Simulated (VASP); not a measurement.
A run of VASP 6.6.1 is set up as follows.

File INCAR:

```
PREC = Accurate
ENCUT = 520
EDIFF = 1E-6
ISMEAR = -1
SIGMA = 0.1
LREAL = F
LASPH = T
NELM = 60
ALGO = Normal
ISIF = 2
LWAVE = F
LCHARG = F
GGA = CA
NBANDS = 18
```

The input KPOINTS:

```
Automatic mesh
0
Gamma
  7 7 7
```

POSCAR

```
ScHg
1.0
    3.5407982878      0.0000000000      0.0000000000
    0.0000000000      3.5407982878      0.0000000000
    0.0000000000      0.0000000000      3.5407982878
Sc Hg
1 1
Direct
    0.5000000000      0.5000000000      0.5000000000
    0.0000000000      0.0000000000      0.0000000000
```

Potentials or basis: VASP PAW LDA potentials, release 64 (Sc_sv, Hg).

The run is started by

```bash
$ cat potpaw_LDA.64/Sc_sv/POTCAR potpaw_LDA.64/Hg/POTCAR > POTCAR
$ mpirun -np 1 vasp_std > vasp.out
```

Predict the pressure.

-7.3 GPa.
